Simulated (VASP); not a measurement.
# C (P6/mmm) in VASP: phonons with PBE+D3(BJ)

Aim: the phonons of C with PBE+D3(BJ).

Everything below comes from runs of VASP 6.6.1. Logs are shortened: lines on timing, memory, paths and dates and some standing lists are left out, and cuts for length are marked.

## (1) The cell of the first run

It takes space group P6/mmm (No. 191, hexagonal). Conventional cell: a = 2.465 Å, b = 2.465 Å, c = 3.572 Å, α = 90.00°, β = 90.00°, γ = 120.00°. C (site symmetry -6m2) has 3 C at 1.42 Å within 1.9 Å.

## (2) Phonons, PBE+D3(BJ) (zone-centre modes of this cell by finite displacements)

INCAR

```
PREC = Accurate ; ENCUT = 520
EDIFF = 1E-8 ; ISMEAR = 0
SIGMA = 0.15 ; LREAL = False
LASPH = True ; NELM = 60
ALGO = Normal ; ISIF = 2
LWAVE = False ; LCHARG = False
GGA = PE ; IVDW = 12
NBANDS = 11 ; IBRION = 6
NFREE = 2 ; POTIM = 0.015
NSW = 1
```

KPOINTS

```
Automatic mesh
0
Gamma
  21 21 12
```

POSCAR

```
C
1.0
    2.4646600538      0.0000000000      0.0000000000
   -1.2323300269      2.1344582183      0.0000000000
    0.0000000000      0.0000000000      3.5719697732
C
2
Direct
    0.3333333333      0.6666666667      0.0000000000
    0.6666666667      0.3333333333      0.0000000000
```

Potentials or basis: VASP PAW PBE potentials, release 64 (C).

Launch:

```bash
$ cat potpaw_PBE.64/C/POTCAR > POTCAR
$ mpirun -np 1 vasp_std > vasp.out
```

OUTCAR:

```text
PREC = Accurate
   ENCUT = 520
   EDIFF = 1E-8
   ISMEAR = 0
   LREAL = False
   LASPH = True
   NELM = 60
   ISIF = 2
   GGA = PE
   IVDW = 12
   IBRION = 6
   NFREE = 2
   POTIM = 0.015
   NSW = 1
 IVDW          = 12

 ion  position               nearest neighbor table
   1  0.333  0.667  0.000-   2 1.42   2 1.42   2 1.42
   2  0.667  0.333  0.000-   1 1.42   1 1.42   1 1.42

  LATTYP: Found a hexagonal cell.
 ALAT       =     2.4646600538
 C/A-ratio  =     1.4492748270

  Lattice vectors:

 A1 = (   2.4646600538,   0.0000000000,   0.0000000000)
 A2 = (  -1.2323300269,   2.1344582183,   0.0000000000)
 A3 = (   0.0000000000,   0.0000000000,   3.5719697732)

Analysis of symmetry for initial positions (statically):
=====================================================================
 Subroutine PRICEL returns:
 Original cell was already a primitive cell.

 Routine SETGRP: Setting up the symmetry group for a
 hexagonal supercell.

 Subroutine GETGRP returns: Found 24 space group operations
 (whereof 24 operations were pure point group operations)
 out of a pool of 24 trial point group operations.

The static configuration has the point symmetry D_6h.

Analysis of symmetry for dynamics (positions and initial velocities):
=====================================================================
 Subroutine PRICEL returns:
 Original cell was already a primitive cell.

 Routine SETGRP: Setting up the symmetry group for a
 hexagonal supercell.

 Subroutine GETGRP returns: Found 24 space group operations
 (whereof 24 operations were pure point group operations)
 out of a pool of 24 trial point group operations.

The dynamic configuration has the point symmetry D_6h.

 Subroutine INISYM returns: Found 24 space group operations
 (whereof 24 operations are pure point group operations),
 and found     1 'primitive' translations

----------------------------------------------------------------------------------------

                                     Primitive cell

  volume of cell :      18.7911

  direct lattice vectors                    reciprocal lattice vectors
     2.464660054  0.000000000  0.000000000     0.405735468  0.234251482  0.000000000
    -1.232330027  2.134458218  0.000000000     0.000000000  0.468502963  0.000000000
     0.000000000  0.000000000  3.571969773     0.000000000  0.000000000  0.279957576

  length of vectors
     2.464660054  2.464660054  3.571969773     0.468502963  0.468502963  0.279957576

  position of ions in fractional coordinates (direct lattice)
     0.333333333  0.666666667  0.000000000
     0.666666667  0.333333333  0.000000000

  ion indices of the primitive-cell ions
   primitive index   ion index
                 1           1
                 2           2

----------------------------------------------------------------------------------------

 KPOINTS: Automatic mesh

Automatic generation of k-mesh.
 Grid dimensions read from file:
 generate k-points for:   21   21   12

 Generating k-lattice:

  Cartesian coordinates                     Fractional coordinates (reciprocal lattice)
     0.019320737  0.011154832  0.000000000     0.047619048  0.000000000  0.000000000
     0.000000000  0.022309665  0.000000000     0.000000000  0.047619048  0.000000000
     0.000000000  0.000000000  0.023329798     0.000000000  0.000000000  0.083333333

  Length of vectors
     0.022309665  0.022309665  0.023329798

  Shift w.r.t. Gamma in fractional coordinates (k-lattice)
     0.000000000  0.000000000  0.000000000

 Subroutine IBZKPT returns following result:
 ===========================================

 Found    336 irreducible k-points:

 Following reciprocal coordinates:
            Coordinates               Weight
  0.000000  0.000000  0.000000      1.000000
  0.047619 -0.000000  0.000000      6.000000
  0.095238 -0.000000  0.000000      6.000000
  0.142857 -0.000000  0.000000      6.000000
  0.190476 -0.000000  0.000000      6.000000
  0.238095 -0.000000  0.000000      6.000000
[... 16 lines left out ...]
  0.142857  0.095238  0.000000     12.000000
  0.190476  0.095238  0.000000     12.000000
 [... further k-points ...]
   k-points           NKPTS =    336   k-points in BZ     NKDIM =    336   number of bands    NBANDS=     11
   number of dos      NEDOS =    301   number of ions     NIONS =      2
   total plane-waves  NPLWV =   9072
   dimension x,y,z NGX =    18 NGY =   18 NGZ =   28
   dimension x,y,z NGXF=    36 NGYF=   36 NGZF=   56
   ions per type =               2
   NGX,Y,Z   is equivalent  to a cutoff of  12.14, 12.14, 13.03 a.u.
   NGXF,Y,Z  is equivalent  to a cutoff of  24.28, 24.28, 26.06 a.u.
 SYSTEM =  unknown system
   PREC   = accura    normal or accurate (medium, high low for compatibility)
   ISTART =      0    job   : 0-new  1-cont  2-samecut
   ICHARG =      2    charge: 1-file 2-atom 10-const
   ISPIN  =      1    spin polarized calculation?
   LNONCOLLINEAR =      F non collinear calculations
   LSORBIT =      F    spin-orbit coupling
   LASPH  =      T    aspherical Exc in radial PAW
   ENCUT  =  520.0 eV  38.22 Ry    6.18 a.u.   4.58  4.58  6.64*2*pi/ulx,y,z
   NELM   =     60;   NELMIN=  2; NELMDL= -5     # of ELM steps
   EDIFF  = 0.1E-07   stopping-criterion for ELM
   LREAL  =      F    real-space projection
   EDIFFG = 0.1E-06   stopping-criterion for IOM
   NSW    =     61    number of steps for IOM
   IBRION =      6    ionic relax: 0-MD 1-quasi-New 2-CG
   NFREE  =      2    steps in history (QN), initial steepest desc. (CG)
   ISIF   =      2    stress and relaxation
   ISYM   =      2    0-nonsym 1-usesym 2-fastsym
   POTIM  = 0.0150    time-step for ionic-motion
   TEBEG  =    0.0;   TEEND  =   0.0 temperature during run
   PSTRESS=    0.0 pullay stress
   NELECT =       8.0000    total number of electrons
   NUPDOWN=      -1.0000    fix difference up-down
   EMIN   =  10.00;   EMAX   =-10.00  energy-range for DOS
   EFERMI =   0.00;   METHOD = LEGACY
   ISMEAR =     0;   SIGMA  =   0.15  broadening in eV -4-tet -1-fermi 0-gaus
   EFERMI_NEDOS =   21; number of points for ismear=-14 and -15
   IALGO  =     38    algorithm
   IMIX   =      4    mixing-type and parameters
     AMIX     =   0.40;   BMIX     =  1.00
     AMIX_MAG =   1.60;   BMIX_MAG =  1.00
  volume/ion in A,a.u.               =       9.40        63.40
  Fermi-wavevector in a.u.,A,eV,Ry     =   1.231556  2.327303 20.636352  1.516729
  Thomas-Fermi vector in A             =   2.366360
   LORBIT       =      0    0 simple, 1 ext, 2 COOP (PROOUT), +10 PAW based schemes
   GGA     = PE    functional components
   LHFCALC =     F    Hartree Fock is set to
   AEXX    =    0.0000 exact exchange contribution
   IVDW    =    12    specifies the selected vdW correction
   LEPSILON=     F    determine dielectric tensor
   LRPA    =     F    only Hartree local field effects (RPA)
 finite differences with symmetry
 non-spin polarized calculation
 Gauss-broadening in eV      SIGMA  =   0.15
  energy-cutoff  :      520.00
  volume of cell :       18.79
 maximum number of plane-waves:       522
   NGX =  9   NGY =  9   NGZ = 13

--------------------------------------- Ionic step        1  -------------------------------------------

 number of electron       7.9999998 magnetization

 Free energy of the ion-electron system (eV)
  ---------------------------------------------------
  ext. energy  EPLUGINS =         0.00000000
  ---------------------------------------------------
  free energy    TOTEN  =       -18.42810993 eV

  energy without entropy =      -18.42794497  energy(sigma->0) =      -18.42802745

------------------------ aborting loop because EDIFF is reached ----------------------------------------

 Edisp (eV)   -0.28995

 E8    (eV) :    -0.0815

  FORCE on cell =-STRESS in cart. coord.  units (eV):
  Direction    XX          YY          ZZ          XY          YZ          ZX
  --------------------------------------------------------------------------------------
  -------------------------------------------------------------------------------------
  Total       0.08050     0.08050    -0.00817    -0.00000    -0.00000     0.00000
  in kB       6.86329     6.86329    -0.69661    -0.00000    -0.00000     0.00000
  external pressure =        4.34 kB  Pullay stress =        0.00 kB
[... 141 lines left out ...]
  energy  without entropy=      -18.7160095239  energy(sigma->0) =      -18.71609205

--------------------------------------- Ionic step        5  -------------------------------------------

 number of electron       7.9999998 magnetization

 Free energy of the ion-electron system (eV)
  ---------------------------------------------------
  ext. energy  EPLUGINS =         0.00000000
  ---------------------------------------------------
  free energy    TOTEN  =       -18.42622402 eV

  energy without entropy =      -18.42605897  energy(sigma->0) =      -18.42614150

 E-fermi :   4.1601     XC(G=0):  -9.8799

 val. band max:        4.1574505829   @ k =   0.3333   0.3333   0.2500
 cond. band min:       4.3927920791   @ k =   0.3333   0.3333   0.1667
 fundamental gap:      0.2353414962
 Fermi energy:         4.1601029777

 k-point     1 :       0.0000    0.0000    0.0000
  band No.  band energies     occupation
      1     -15.4462      2.00000
      2      -2.7047      2.00000
      3       1.1329      2.00000
      4       1.1329      2.00000
      5       7.9908      0.00000
      6      12.4695      0.00000
      7      12.4695      0.00000
      8      15.7533      0.00000
      9      16.5813      0.00000
     10      26.3909      0.00000
     11      27.7236      0.00000
[... 309 lines left out ...]
 k-point    24 :       0.1905    0.0952    0.0000
  band No.  band energies     occupation
      1     -13.9478      2.00000
      2      -3.0229      2.00000
      3      -1.3567      2.00000
      4      -0.9987      2.00000
      5       9.8600      0.00000
      6      11.7814      0.00000
      7      13.0627      0.00000
      8      16.0701      0.00000
      9      19.9208      0.00000
     10      24.1191      0.00000
     11      26.8678      0.00000

 [... further k-points ...]

------------------------ aborting loop because EDIFF is reached ----------------------------------------

 Edisp (eV)   -0.28995

 E8    (eV) :    -0.0815

  FORCE on cell =-STRESS in cart. coord.  units (eV):
  Direction    XX          YY          ZZ          XY          YZ          ZX
  --------------------------------------------------------------------------------------
  -------------------------------------------------------------------------------------
  Total       0.08019     0.08019    -0.01229     0.00000     0.00000     0.00000
  in kB       6.83762     6.83762    -1.04759     0.00000     0.00000     0.00000
  external pressure =        4.21 kB  Pullay stress =        0.00 kB
[... 17 lines left out ...]
  FREE ENERGIE OF THE ION-ELECTRON SYSTEM (eV)
  ---------------------------------------------------
  free  energy   TOTEN  =       -18.7161745665 eV

  energy  without entropy=      -18.7160095206  energy(sigma->0) =      -18.71609204

 INTERNAL STRAIN TENSORS FROM DISPLACED ATOMS
 ============================================

 INTERNAL STRAIN TENSOR FOR ION    1 for displacements in x,y,z  (eV/Angst):
          X           Y           Z          XY          YZ          ZX
  --------------------------------------------------------------------------------
  x     0.00000     0.00000     0.00000   -11.91884     0.00000     0.00000
  y   -11.91884    11.91884     0.00000     0.00000     0.00000     0.00000
  z     0.00000     0.00000     0.00000     0.00000    -0.00000     0.00000

 INTERNAL STRAIN TENSOR FOR ION    2 for displacements in x,y,z  (eV/Angst):
          X           Y           Z          XY          YZ          ZX
  --------------------------------------------------------------------------------
  x     0.00000     0.00000     0.00000    11.91884     0.00000     0.00000
  y    11.91884   -11.91884     0.00000     0.00000     0.00000     0.00000
  z     0.00000     0.00000     0.00000     0.00000     0.00000     0.00000

 Eigenvectors and eigenvalues of the dynamical matrix
 ----------------------------------------------------

   1 f  =   46.986612 THz   295.225593 2PiTHz 1567.304684 cm-1   194.320927 meV
             X         Y         Z           dx          dy          dz
     -0.000000  1.422972  0.000000     0.000000   -0.707107   -0.000000
      1.232330  0.711486  0.000000     0.000000    0.707107    0.000000

   2 f  =   46.986612 THz   295.225593 2PiTHz 1567.304684 cm-1   194.320927 meV
             X         Y         Z           dx          dy          dz
     -0.000000  1.422972  0.000000     0.707107    0.000000    0.000000
      1.232330  0.711486  0.000000    -0.707107    0.000000    0.000000
[... 6 lines left out ...]
   4 f  =    0.000000 THz     0.000000 2PiTHz    0.000000 cm-1     0.000000 meV
             X         Y         Z           dx          dy          dz
     -0.000000  1.422972  0.000000     0.000000    0.707107    0.000000
      1.232330  0.711486  0.000000     0.000000    0.707107    0.000000

   5 f  =    0.000000 THz     0.000000 2PiTHz    0.000000 cm-1     0.000000 meV
             X         Y         Z           dx          dy          dz
     -0.000000  1.422972  0.000000     0.707107    0.000000    0.000000
      1.232330  0.711486  0.000000     0.707107    0.000000    0.000000

   6 f/i=    0.000000 THz     0.000001 2PiTHz    0.000005 cm-1     0.000001 meV
             X         Y         Z           dx          dy          dz
     -0.000000  1.422972  0.000000     0.000000   -0.000000    0.707107
      1.232330  0.711486  0.000000     0.000000    0.000000    0.707107

 ELASTIC MODULI CONTR FROM IONIC RELAXATION (kBar)
 Direction    XX          YY          ZZ          XY          YZ          ZX
 --------------------------------------------------------------------------------
 XX        -223.2699    223.2699      0.0000      0.0000      0.0000      0.0000
 YY         223.2699   -223.2699      0.0000      0.0000     -0.0000      0.0000
 ZZ           0.0000      0.0000      0.0000      0.0000      0.0000      0.0000
 XY           0.0000      0.0000      0.0000   -223.2699      0.0000      0.0000
 YZ           0.0000     -0.0000      0.0000      0.0000     -0.0000      0.0000
 ZX           0.0000      0.0000      0.0000      0.0000      0.0000      0.0000
 --------------------------------------------------------------------------------
```

It took 5 min on 1 thread of Intel Xeon Platinum 8124M at 3.00GHz (Skylake/Cascade Lake), shared host; peak memory 0.51 GiB.

What came out:

```yaml
Highest_phonon_frequency_at_Γ: 1567 cm⁻¹
Dispersion_energy_per_atom: -0.145 eV
```

Phonon frequencies in cm⁻¹ (negative: imaginary):
| q point | frequencies |
| --- | --- |
| (0.000, 0.000, 0.000) | 0 0 0 871 1567 1567 |

Caveat: the cell differs from its parent crystal (zone-centre modes of this cell by finite displacements).
